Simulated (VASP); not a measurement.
# PbS (Fm-3m) in VASP: notebook

The runs below take PbS through single point, with r2SCAN, r2SCAN+D4.

All numbers are computed with VASP 6.6.1; they aren't measurements. Logs are shortened: lines on timing, memory, paths and dates and some standing lists are left out, and cuts for length are marked.

## (1) The cell of the first run

It takes space group Fm-3m (No. 225, cubic). Conventional cell: a = 5.945 Å, b = 5.945 Å, c = 5.945 Å, α = 90.00°, β = 90.00°, γ = 90.00°. Pb (site symmetry m-3m) has 6 S at 2.97 Å within 3.9 Å. S (site symmetry m-3m) has 6 Pb at 2.97 Å within 3.9 Å.

## (2) Single point, r2SCAN

File POSCAR:

```
PbS
1.0
    0.0000000000      2.9723361800      2.9723361800
    2.9723361800      0.0000000000      2.9723361800
    2.9723361800      2.9723361800      0.0000000000
Pb S
1 1
Direct
    0.0000000000      0.0000000000      0.0000000000
    0.5000000000      0.5000000000      0.5000000000
```

File INCAR.step1:

```
ALGO = Normal ; EDIFF = 1E-4
ENCUT = 520 ; GGA = PE
ISMEAR = -1 ; LASPH = True
LCHARG = False ; LREAL = False
LWAVE = True ; NBANDS = 17
NELM = 80 ; PREC = Accurate
SIGMA = 0.1
```

File INCAR.step2:

```
ALGO = Normal ; EDIFF = 1E-6
ENCUT = 520 ; ISIF = 2
ISMEAR = -1 ; ISTART = 1
LASPH = True ; LCHARG = False
LMIXTAU = True ; LREAL = False
LWAVE = False ; METAGGA = R2SCAN
NBANDS = 17 ; NELM = 80
PREC = Accurate ; SIGMA = 0.1
```

File KPOINTS:

```
k-points
0
Gamma
  7 7 7
```

Potentials or basis: VASP PAW PBE potentials, release 64 (Pb_d, S).

On the command line:

```
cat potpaw_PBE.64/Pb_d/POTCAR potpaw_PBE.64/S/POTCAR > POTCAR
cp INCAR.step1 INCAR
mpirun -np 1 vasp_std > vasp.out
cp INCAR.step2 INCAR
mpirun -np 1 vasp_std > vasp.out
```

OUTCAR:

```text
EDIFF = 1E-6
   ENCUT = 520
   ISIF = 2
   ISMEAR = -1
   ISTART = 1
   LASPH = True
   LREAL = False
   METAGGA = R2SCAN
   NELM = 80
   PREC = Accurate

 ion  position               nearest neighbor table
   1  0.000  0.000  0.000-   2 2.97   2 2.97   2 2.97   2 2.97   2 2.97   2 2.97
   2  0.500  0.500  0.500-   1 2.97   1 2.97   1 2.97   1 2.97   1 2.97   1 2.97

  LATTYP: Found a face centered cubic cell.
 ALAT       =     5.9446723600

  Lattice vectors:

 A1 = (   0.0000000000,   2.9723361800,   2.9723361800)
 A2 = (   2.9723361800,   0.0000000000,   2.9723361800)
 A3 = (   2.9723361800,   2.9723361800,   0.0000000000)

Analysis of symmetry for initial positions (statically):
=====================================================================
 Subroutine PRICEL returns:
 Original cell was already a primitive cell.

 Routine SETGRP: Setting up the symmetry group for a
 face centered cubic supercell.

 Subroutine GETGRP returns: Found 48 space group operations
 (whereof 48 operations were pure point group operations)
 out of a pool of 48 trial point group operations.

The static configuration has the point symmetry O_h .

Analysis of symmetry for dynamics (positions and initial velocities):
=====================================================================
 Subroutine PRICEL returns:
 Original cell was already a primitive cell.

 Routine SETGRP: Setting up the symmetry group for a
 face centered cubic supercell.

 Subroutine GETGRP returns: Found 48 space group operations
 (whereof 48 operations were pure point group operations)
 out of a pool of 48 trial point group operations.

The dynamic configuration has the point symmetry O_h .

 Subroutine INISYM returns: Found 48 space group operations
 (whereof 48 operations are pure point group operations),
 and found     1 'primitive' translations

----------------------------------------------------------------------------------------

                                     Primitive cell

  volume of cell :      52.5199

  direct lattice vectors                    reciprocal lattice vectors
     0.000000000  2.972336180  2.972336180    -0.168217849  0.168217849  0.168217849
     2.972336180  0.000000000  2.972336180     0.168217849 -0.168217849  0.168217849
     2.972336180  2.972336180  0.000000000     0.168217849  0.168217849 -0.168217849

  length of vectors
     4.203518138  4.203518138  4.203518138     0.291361862  0.291361862  0.291361862

  position of ions in fractional coordinates (direct lattice)
     0.000000000  0.000000000  0.000000000
     0.500000000  0.500000000  0.500000000

  ion indices of the primitive-cell ions
   primitive index   ion index
                 1           1
                 2           2

----------------------------------------------------------------------------------------

 KPOINTS: k-points

Automatic generation of k-mesh.
 Grid dimensions read from file:
 generate k-points for:    7    7    7

 Generating k-lattice:

  Cartesian coordinates                     Fractional coordinates (reciprocal lattice)
    -0.024031121  0.024031121  0.024031121     0.142857143  0.000000000  0.000000000
     0.024031121 -0.024031121  0.024031121     0.000000000  0.142857143  0.000000000
     0.024031121  0.024031121 -0.024031121     0.000000000  0.000000000  0.142857143

  Length of vectors
     0.041623123  0.041623123  0.041623123

  Shift w.r.t. Gamma in fractional coordinates (k-lattice)
     0.000000000  0.000000000  0.000000000

 Subroutine IBZKPT returns following result:
 ===========================================

 Found     20 irreducible k-points:

 Following reciprocal coordinates:
            Coordinates               Weight
  0.000000  0.000000  0.000000      1.000000
  0.142857  0.000000  0.000000      8.000000
  0.285714  0.000000  0.000000      8.000000
  0.428571  0.000000  0.000000      8.000000
  0.142857  0.142857  0.000000      6.000000
  0.285714  0.142857  0.000000     24.000000
[... 12 lines left out ...]
 -0.428571  0.428571  0.142857     24.000000
 -0.285714  0.428571  0.142857     24.000000
   k-points           NKPTS =     20   k-points in BZ     NKDIM =     20   number of bands    NBANDS=     17
   number of dos      NEDOS =    301   number of ions     NIONS =      2
   total plane-waves  NPLWV =  32768
   dimension x,y,z NGX =    32 NGY =   32 NGZ =   32
   dimension x,y,z NGXF=    64 NGYF=   64 NGZF=   64
   ions per type =               1   1
   NGX,Y,Z   is equivalent  to a cutoff of  12.66, 12.66, 12.66 a.u.
   NGXF,Y,Z  is equivalent  to a cutoff of  25.31, 25.31, 25.31 a.u.
 SYSTEM =  unknown system
   PREC   = accura    normal or accurate (medium, high low for compatibility)
   ISTART =      1    job   : 0-new  1-cont  2-samecut
   ICHARG =      0    charge: 1-file 2-atom 10-const
   ISPIN  =      1    spin polarized calculation?
   LNONCOLLINEAR =      F non collinear calculations
   LSORBIT =      F    spin-orbit coupling
   LASPH  =      T    aspherical Exc in radial PAW
   ENCUT  =  520.0 eV  38.22 Ry    6.18 a.u.   7.82  7.82  7.82*2*pi/ulx,y,z
   NELM   =     80;   NELMIN=  2; NELMDL=  0     # of ELM steps
   EDIFF  = 0.1E-05   stopping-criterion for ELM
   LREAL  =      F    real-space projection
   EDIFFG = 0.1E-04   stopping-criterion for IOM
   NSW    =      0    number of steps for IOM
   IBRION =     -1    ionic relax: 0-MD 1-quasi-New 2-CG
   NFREE  =      0    steps in history (QN), initial steepest desc. (CG)
   ISIF   =      2    stress and relaxation
   ISYM   =      2    0-nonsym 1-usesym 2-fastsym
   POTIM  = 0.5000    time-step for ionic-motion
   TEBEG  =    0.0;   TEEND  =   0.0 temperature during run
   PSTRESS=    0.0 pullay stress
   NELECT =      20.0000    total number of electrons
   NUPDOWN=      -1.0000    fix difference up-down
   EMIN   =  10.00;   EMAX   =-10.00  energy-range for DOS
   EFERMI =   0.00;   METHOD = LEGACY
   ISMEAR =    -1;   SIGMA  =   0.10  broadening in eV -4-tet -1-fermi 0-gaus
   EFERMI_NEDOS =   21; number of points for ismear=-14 and -15
   IALGO  =     38    algorithm
   IMIX   =      4    mixing-type and parameters
     AMIX     =   0.40;   BMIX     =  1.00
     AMIX_MAG =   1.60;   BMIX_MAG =  1.00
  volume/ion in A,a.u.               =      26.26       177.21
  Fermi-wavevector in a.u.,A,eV,Ry     =   1.186616  2.242379 19.157789  1.408058
  Thomas-Fermi vector in A             =   2.322785
   LORBIT       =      0    0 simple, 1 ext, 2 COOP (PROOUT), +10 PAW based schemes
   METAGGA = R2SCAN    functional components
   LHFCALC =     F    Hartree Fock is set to
   AEXX    =    0.0000 exact exchange contribution
   IVDW    =     0    specifies the selected vdW correction
   LEPSILON=     F    determine dielectric tensor
   LRPA    =     F    only Hartree local field effects (RPA)
 non-spin polarized calculation
  energy-cutoff  :      520.00
  volume of cell :       52.52
 maximum number of plane-waves:      1425
   NGX = 15   NGY = 15   NGZ = 15

 number of electron      19.9999999 magnetization

 Free energy of the ion-electron system (eV)
  ---------------------------------------------------
  ext. energy  EPLUGINS =         0.00000000
  ---------------------------------------------------
  free energy    TOTEN  =       -65.61076877 eV

  energy without entropy =      -65.61054300  energy(sigma->0) =      -65.61065589

 E-fermi :   5.9744     XC(G=0): -10.2222

 val. band max:        5.3947203441   @ k =   0.4286   0.0000   0.0000
 cond. band min:       6.5439577580   @ k =   0.4286   0.0000   0.0000
 fundamental gap:      1.1492374140
 Fermi energy:         5.9743687727

 k-point     1 :       0.0000    0.0000    0.0000
  band No.  band energies     occupation
      1     -11.8282      2.00000
      2     -11.8282      2.00000
      3     -11.8282      2.00000
      4     -11.8121      2.00000
      5     -11.8121      2.00000
      6      -8.5408      2.00000
[... 9 lines left out ...]
     16      12.7665      0.00000
     17      14.6934      0.00000

 k-point     2 :       0.1429    0.0000    0.0000
  band No.  band energies     occupation
      1     -11.8273      2.00000
      2     -11.8255      2.00000
      3     -11.8255      2.00000
      4     -11.8126      2.00000
      5     -11.8126      2.00000
      6      -8.3661      2.00000
[... 9 lines left out ...]
     16      13.2439      0.00000
     17      16.2257      0.00000

 k-point     3 :       0.2857    0.0000    0.0000
  band No.  band energies     occupation
      1     -11.8355      2.00000
      2     -11.8355      2.00000
      3     -11.8258      2.00000
      4     -11.7973      2.00000
      5     -11.7973      2.00000
      6      -7.8993      2.00000
[... 9 lines left out ...]
     16      14.3538      0.00000
     17      18.4750      0.00000

 k-point     4 :       0.4286    0.0000    0.0000
  band No.  band energies     occupation
      1     -11.8459      2.00000
      2     -11.8459      2.00000
      3     -11.8251      2.00000
      4     -11.7827      2.00000
      5     -11.7827      2.00000
      6      -7.3961      2.00000
[... 9 lines left out ...]
     16      15.8453      0.00000
     17      17.2173      0.00000
[... 263 lines left out ...]
      1     -11.8951      2.00000
      2     -11.8266      2.00000
      3     -11.8164      2.00000
      4     -11.7978      2.00000
      5     -11.7801      2.00000
      6      -7.0870      2.00000
[... 9 lines left out ...]
     16      16.7999      0.00000
     17      17.8822      0.00000

 k-point    19 :      -0.4286    0.4286    0.1429
  band No.  band energies     occupation
      1     -11.9422      2.00000
      2     -11.8367      2.00000
      3     -11.8041      2.00000
      4     -11.7847      2.00000
      5     -11.7721      2.00000
      6      -6.9243      2.00000
[... 9 lines left out ...]
     16      17.8297      0.00000
     17      18.1999      0.00000

 k-point    20 :      -0.2857    0.4286    0.1429
  band No.  band energies     occupation
      1     -11.9270      2.00000
      2     -11.8208      2.00000
      3     -11.8112      2.00000
      4     -11.8026      2.00000
      5     -11.7723      2.00000
      6      -6.8596      2.00000
[... 9 lines left out ...]
     16      17.8674      0.00000
     17      18.5811      0.00000

------------------------ aborting loop because EDIFF is reached ----------------------------------------

  FORCE on cell =-STRESS in cart. coord.  units (eV):
  Direction    XX          YY          ZZ          XY          YZ          ZX
  --------------------------------------------------------------------------------------
  -------------------------------------------------------------------------------------
  Total        0.2777336      0.2777336      0.2777336      0.0000000      0.0000000      0.0000000
  in kB        8.4725723      8.4725723      8.4725723      0.0000000      0.0000000      0.0000000
  external PRESSURE =       8.4725723 kB  Pullay stress =       0.0000000 kB

 VOLUME and BASIS-vectors are now :
 -----------------------------------------------------------------------------
  energy-cutoff  :      520.00
  volume of cell :       52.52
      direct lattice vectors                 reciprocal lattice vectors
     0.000000000  2.972336180  2.972336180    -0.168217849  0.168217849  0.168217849
     2.972336180  0.000000000  2.972336180     0.168217849 -0.168217849  0.168217849
     2.972336180  2.972336180  0.000000000     0.168217849  0.168217849 -0.168217849

 POSITION                                       TOTAL-FORCE (eV/Angst)
 -----------------------------------------------------------------------------------
      0.00000      0.00000      0.00000         0.000000     -0.000000      0.000000
      2.97234      2.97234      2.97234        -0.000000      0.000000     -0.000000
 -----------------------------------------------------------------------------------
    total drift:                                0.000000     -0.000000     -0.000000

  FREE ENERGIE OF THE ION-ELECTRON SYSTEM (eV)
  ---------------------------------------------------
  free  energy   TOTEN  =       -65.6107687747 eV

  energy  without entropy=      -65.6105430023  energy(sigma->0) =      -65.61065589
```

It took 44 s on 1 thread of AMD EPYC 7R13, shared host; peak memory 0.19 GiB.

Results:

| Property | Result |
| --- | --- |
| Free energy | -65.6108 eV |
| Pressure | 0.8 GPa |

Caveat: this odd mesh misses L, where the gap lies, so gap, dielectric constants and Born charges aren't listed; the PAW data sets were made with another functional, which shifts forces and pressure a little; spin-orbit coupling is left out, which moves the levels of the heavy elements.

## (3) Single point, r2SCAN

POSCAR is that of step 2.

File INCAR.step1:

```
SYSTEM = PbS
PREC     = Accurate       ! precision mode
ENCUT    = 520            ! plane-wave cutoff, eV
ISMEAR   = -1             ! smearing method
SIGMA    = 0.1            ! smearing width, eV
LREAL    = .False.        ! projectors in reciprocal space
LASPH    = .True.         ! aspherical terms in the spheres
NELM     = 100            ! most SCF steps
NBANDS   = 17             ! bands
GGA      = PE             ! functional
ALGO     = Normal         ! electronic algorithm
EDIFF    = 1E-4           ! SCF threshold, eV
LWAVE    = .True.         ! write WAVECAR
LCHARG   = .False.        ! write CHGCAR
```

File INCAR.step2:

```
SYSTEM = PbS
PREC     = Accurate       ! precision mode
ENCUT    = 520            ! plane-wave cutoff, eV
EDIFF    = 1E-6           ! SCF threshold, eV
ISMEAR   = -1             ! smearing method
SIGMA    = 0.1            ! smearing width, eV
LREAL    = .False.        ! projectors in reciprocal space
LASPH    = .True.         ! aspherical terms in the spheres
NELM     = 100            ! most SCF steps
ALGO     = Normal         ! electronic algorithm
ISIF     = 2              ! what is computed and relaxed
LWAVE    = .False.        ! write WAVECAR
LCHARG   = .False.        ! write CHGCAR
METAGGA  = R2SCAN         ! meta-GGA
LMIXTAU  = .True.       
NBANDS   = 17             ! bands
ISTART   = 1
```

File KPOINTS:

```
Automatic mesh
0
Gamma
  5 5 5
  0 0 0
```

Potentials or basis: VASP PAW PBE potentials, release 64 (Pb_d, S).

On the command line:

```
cat potpaw_PBE.64/Pb_d/POTCAR potpaw_PBE.64/S/POTCAR > POTCAR
cp INCAR.step1 INCAR
mpirun -np 1 vasp_std > vasp.out
cp INCAR.step2 INCAR
mpirun -np 1 vasp_std > vasp.out
```

Run time: 73 s. Hardware: 1 thread of Intel Xeon 8259CL, shared host; peak memory 0.18 GiB.

The run converged. Its results:

```yaml
Free_energy: -65.6187 eV
Pressure: 0.7 GPa
```

Levels at points of the mesh, in eV from the Fermi level:
| k point | band 6 | band 7 | band 8 | band 9 | band 10 | band 11 | band 12 | band 13 | band 14 | band 15 |
| --- | --- | --- | --- | --- | --- | --- | --- | --- | --- | --- |
| (0.00, 0.00, 0.00) | -14.55 | -6.51 | -2.70 | -2.70 | -2.70 | 5.14 | 5.14 | 5.14 | 6.76 | 6.76 |

Caveat: this odd mesh misses L, where the gap lies, so gap, dielectric constants and Born charges aren't listed; the PAW data sets were made with another functional, which shifts forces and pressure a little; spin-orbit coupling is left out, which moves the levels of the heavy elements.

(Part 1 of 2 ends here.)
